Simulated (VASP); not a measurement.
# CrB3P4: relaxation of cell and atoms with PBE

The system is CrB3P4.

```
Cr B P
1.0
     4.10029    0.00000    0.00000
     0.00000    4.10029    0.00000
     0.00000    0.00000    6.66435
Cr B P
1 3 4
Cartesian
  2.0501 2.0501 3.3322
  2.0501 0.0000 3.3322
  0.0000 2.0501 3.3322
  0.0000 0.0000 3.3322
  3.0669 3.0669 0.0000
  1.0334 1.0334 0.0000
  1.0334 3.0669 0.0000
  3.0669 1.0334 0.0000
```

The cell was generated, and may not be a known phase.

```
Program                : VASP 6.6.1
Task                   : relaxation of cell and atoms
Functional             : PBE
Potentials or basis    : VASP PAW PBE potentials, release 64 (Cr_pv, B, P)
Cutoff                 : 600 eV
k mesh                 : 4 × 4 × 3
Occupations            : gaussian, width 0.2 eV
Spin                   : collinear spin, ferromagnetic start
Starting moments       : [3.0, 0.0, 0.0, 0.0, 0.0, 0.0, 0.0, 0.0] μB
Dipole correction      : no
Further INCAR settings : ALGO = Normal; EDIFF = 1e-07; IBRION = 2; EDIFFG = -0.08; NSW = 36; ISIF = 3
```

| Quantity | Value |
| --- | --- |
| Relaxed volume | 10.30 Å³/atom |
| Relaxed cell | a = 4.808 Å, b = 4.808 Å, c = 3.563 Å, α = 90.00°, β = 90.00°, γ = 90.00° |
| Space group after relaxing (to 0.1 Å) | P4/mmm (No. 123) |
| Energy gained by relaxing | 407.4 meV/atom |
| Ionic steps | 34 |
| Pressure after relaxing | 0.1 GPa |
| Largest force after relaxing | 0.079 eV/Å |
| Net moment | 0.00 μB per cell |
| Valence electrons inside the program's atomic spheres | Cr 10.98; B 1.56, 1.57 (each value once); P 2.35 |

Forces on the atoms (eV/Å):
```
Cr   0.000  0.000  0.000
B    0.000  0.000  0.000
B    0.000  0.000  0.000
B    0.000  0.000  0.000
P   -0.056 -0.056  0.000
P    0.056  0.056  0.000
P    0.056 -0.056  0.000
P   -0.056  0.056  0.000
```

Stress tensor (GPa, compression positive):
```
0.05 0.00 0.00
0.00 0.05 0.00
0.00 0.00 0.22
```

The path:
```tsv
step	energy change (eV)	largest force (eV/Å)	pressure (GPa)	volume (Å³)
1	0.0000	0.5708	17.36	112.04
2	-0.5159	0.1118	-10.29	137.95
3	-1.0530	0.1459	-1.27	126.03
4	-1.0528	0.1527	-0.98	125.74
5	-1.0935	0.0621	-0.98	124.11
6	-1.2256	0.5472	-0.78	119.19
7	-1.3238	2.2602	0.97	109.27
8	-1.3363	1.4564	-0.09	113.52
9	-1.3425	1.6341	0.11	112.53
10	-1.3488	1.6519	0.11	112.30
11	-1.3669	1.7065	0.10	111.59
12	-1.3986	1.8239	0.10	110.19
13	-1.4471	2.0982	0.18	107.35
14	-1.5381	2.5643	1.62	101.60
15	-2.1478	2.8372	7.02	89.78
16	-0.4287	1.6506	61.39	64.81
17	-2.2636	2.8726	8.64	86.09
18	-2.0898	2.2215	22.54	75.61
19	-2.2948	2.5229	14.61	80.23
20	-2.3434	2.7943	11.16	83.17
21	-2.4339	2.3780	11.70	81.81
22	-2.4709	1.9930	12.37	80.53
23	-2.5247	1.3072	15.32	77.90
24	-2.5109	0.0789	26.61	72.31
25	-2.5822	1.0464	17.37	76.37
26	-2.6360	0.6204	21.21	74.37
27	-2.8180	0.3175	18.13	75.18
28	-3.0959	0.4022	10.23	77.55
29	-3.1088	0.5342	8.50	78.18
30	-3.1667	0.3886	6.55	79.04
31	-3.2549	0.0111	1.41	81.62
32	-3.2582	0.0963	0.37	82.21
33	-3.2582	0.1079	0.23	82.30
34	-3.2588	0.0792	0.11	82.36
```

Final structure:
```
Cr B P
1.0
     4.80762    0.00000    0.00000
     0.00000    4.80762    0.00000
     0.00000    0.00000    3.56347
Cr B P
1 3 4
Direct
  0.50000 0.50000 0.50000
  0.50000 0.00000 0.50000
  0.00000 0.50000 0.50000
  0.00000 0.00000 0.50000
  0.76062 0.76062 0.00000
  0.23938 0.23938 0.00000
  0.23938 0.76062 0.00000
  0.76062 0.23938 0.00000
```

Levels at points of the mesh, in eV from the Fermi level:
Spin up:
| k point | band 17 | band 18 | band 19 | band 20 | band 21 | band 22 | band 23 | band 24 | band 25 | band 26 |
| --- | --- | --- | --- | --- | --- | --- | --- | --- | --- | --- |
| (0.00, 0.00, 0.00) | -1.64 | -1.56 | -0.59 | -0.59 | -0.08 | 0.39 | 1.20 | 1.20 | 1.31 | 1.59 |
| (0.50, 0.00, 0.00) | -1.91 | -1.63 | -0.63 | -0.54 | -0.17 | 0.44 | 0.65 | 1.01 | 1.06 | 1.65 |
| (0.50, 0.50, 0.00) | -3.34 | -3.16 | -3.16 | -2.05 | -1.30 | -1.30 | 0.25 | 0.25 | 1.06 | 1.26 |
Spin down:
```tsv
k point	band 18	band 19	band 20	band 21	band 22	band 23	band 24	band 25
(0.00, 0.00, 0.00)	-1.56	-0.59	-0.59	-0.08	0.39	1.20	1.20	1.31
(0.50, 0.00, 0.00)	-1.63	-0.63	-0.53	-0.17	0.44	0.65	1.01	1.06
(0.50, 0.50, 0.00)	-3.16	-3.16	-2.05	-1.30	-1.30	0.25	0.25	1.06
```

Wall time 52 min on 1 thread of Intel(R) Xeon(R) Platinum 8488C (Sapphire Rapids), with other jobs on the host, peak memory 0.37 GiB.

Caveat: the k points lie up to 0.59 Å⁻¹ apart in the final cell; the volume moved by over 15 % at a fixed basis, so the end points are rough; the moments typed at the start vanished in this run; the relaxation stopped at a loose force limit of 0.08 eV/Å, so its end isn't a converged minimum.
